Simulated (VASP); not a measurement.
Bi: single point with r2SCAN+D3(BJ)

Bi:

```
Bi
1.0
     3.46154   -3.07373    0.00094
     3.46154    3.07373    0.00094
    -1.24962    0.00000    3.11124
Bi
2
Direct
  0.75784 0.75784 0.85951
  0.24216 0.24216 0.14049
```

* Program: VASP 6.6.1
* Task: single point
* Functional: r2SCAN
* Dispersion: D3(BJ)
* Potentials or basis: VASP PAW PBE potentials, release 64 (Bi_d)
* Cutoff: 520 eV
* k mesh: 6 × 6 × 9
* Occupations: fermi-dirac, width 0.05 eV
* Spin: no spin polarisation

* Pressure: -0.3 GPa
* Band gap on the k mesh: zero (bands 15 and 16 overlap by 5.18 eV)
* Dispersion energy per atom: -0.225 eV

Levels at points of the mesh, in eV from the Fermi level:
```tsv
k point	band 11	band 12	band 13	band 14	band 15	band 16	band 17	band 18	band 19	band 20
(0.00, 0.00, 0.00)	-13.91	-9.37	-3.43	-3.03	2.99	3.20	4.29	4.35	4.36	7.63
(0.50, 0.00, 0.00)	-12.39	-11.95	-1.44	-0.94	-0.57	-0.56	3.48	4.80	8.03	9.03
(0.50, 0.50, 0.00)	-11.85	-11.47	-5.35	-5.30	3.14	4.11	5.64	6.21	9.48	10.60
```

Run time: 3.3 min on 1 thread of Intel(R) Xeon(R) Platinum 8559C (Emerald Rapids), on a shared host, peak memory 0.27 GiB.

Caveat: three body term missing; the PAW data sets were made with another functional, which shifts forces and pressure a little; spin-orbit coupling is left out, which moves the levels of the heavy elements.
